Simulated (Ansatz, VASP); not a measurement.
## One calculation of TiAl, two programs

POSCAR

```
TiAl
1.0
    3.1790640000      0.0000000000      0.0000000000
    0.0000000000      3.1790640000      0.0000000000
    0.0000000000      0.0000000000      3.1790640000
Ti Al
1 1
Direct
    0.0000000000      0.0000000000      0.0000000000
    0.5000000000      0.5000000000      0.5000000000
```

File INCAR.step1:

```
SYSTEM = TiAl
ALGO     = Normal         ! electronic algorithm
EDIFF    = 1E-5           ! SCF threshold, eV
ENCUT    = 520            ! plane-wave cutoff, eV
GGA      = PE             ! functional
ISIF     = 2              ! what is computed and relaxed
ISMEAR   = -1             ! smearing method
LASPH    = .True.         ! aspherical terms in the spheres
LREAL    = .False.        ! projectors in reciprocal space
LWAVE    = .True.         ! write WAVECAR
NBANDS   = 14             ! bands
NELM     = 60             ! most SCF steps
PREC     = Accurate       ! precision mode
SIGMA    = 0.05           ! smearing width, eV
```

The input INCAR.step2:

```
SYSTEM = TiAl
AEXX     = 0.25           ! exact-exchange fraction
ALGO     = Normal         ! electronic algorithm
EDIFF    = 1E-7           ! SCF threshold, eV
ENCUT    = 520            ! plane-wave cutoff, eV
GGA      = PE             ! functional
HFSCREEN = 0.3            ! screening, 1/A
ISIF     = 2              ! what is computed and relaxed
ISMEAR   = -1             ! smearing method
ISTART   = 1            
LASPH    = .True.         ! aspherical terms in the spheres
LCHARG   = .True.         ! write CHGCAR
LELF     = .True.         ! ELF
LHFCALC  = .True.         ! exact exchange
LREAL    = .False.        ! projectors in reciprocal space
LVHAR    = .True.       
LWAVE    = .False.        ! write WAVECAR
NBANDS   = 14             ! bands
NELM     = 60             ! most SCF steps
PREC     = Accurate       ! precision mode
PRECFOCK = Normal       
SIGMA    = 0.05           ! smearing width, eV
```

File KPOINTS:

```
k-points
0
Gamma
  4 4 4
  0 0 0
```

File input:

```
crystal:
  lattice:
    - [3.179064, 0.0, 0.0]
    - [0.0, 3.179064, 0.0]
    - [0.0, 0.0, 3.179064]
  atoms:
    - { symbol: Ti, position: [0.0, 0.0, 0.0] }
    - { symbol: Al, position: [0.5, 0.5, 0.5] }
hamiltonian:
  xc: { exchange: pbe, correlation: pbe, exx: { coeff: 0.25, omega: 0.3 } }
  pseudopotentials: { kind: paw }
kpoints:
  mp_grid: { grid: [4, 4, 4] }
  band_path:
    path:
      - [[0.0, 0.0, 0.0], [0.0, 0.5, 0.0], [0.5, 0.5, 0.0], [0.0, 0.0, 0.0], [0.5, 0.5, 0.5], [0.0, 0.5, 0.0]]
      - [[0.5, 0.5, 0.0], [0.5, 0.5, 0.5]]
    npoints: 4
scf:
  occupations: { method: fermi_dirac, width: 0.05 }
  n_extra_bands: 6
output:
  forces: true
  stress: true
  eigenvalues: true
  fatbands: false
```

Alike in both runs: functional PBE-based screened hybrid; k mesh 4 × 4 × 4; occupations fermi-dirac, width 0.05 eV; no spin polarisation.

|  | VASP | Ansatz |
| --- | --- | --- |
| version | VASP 6.6.1 | Ansatz 0.2.0 |
| potentials or method | VASP PAW PBE potentials, release 64 (Ti_sv, Al) | Ansatz PAW |
| plane-wave cutoff (eV) | 520 | 420 |
| valence electrons in the cell | 15 | 15 |
| task | single point | band structure |

VASP gave:

- gap on the k mesh at the Fermi level (eV): none
- pressure (GPa): -0.4

Q: Which values does Ansatz return?

A: gap on the k mesh at the Fermi level (eV): none; pressure (GPa): -0.3.

VASP's potentials were made for PBE, not for PBE-based screened hybrid. A gap of «none» marks a metal or a gap that the smearing closes.

The k mesh is coarse, so the values compare programs but aren't converged.
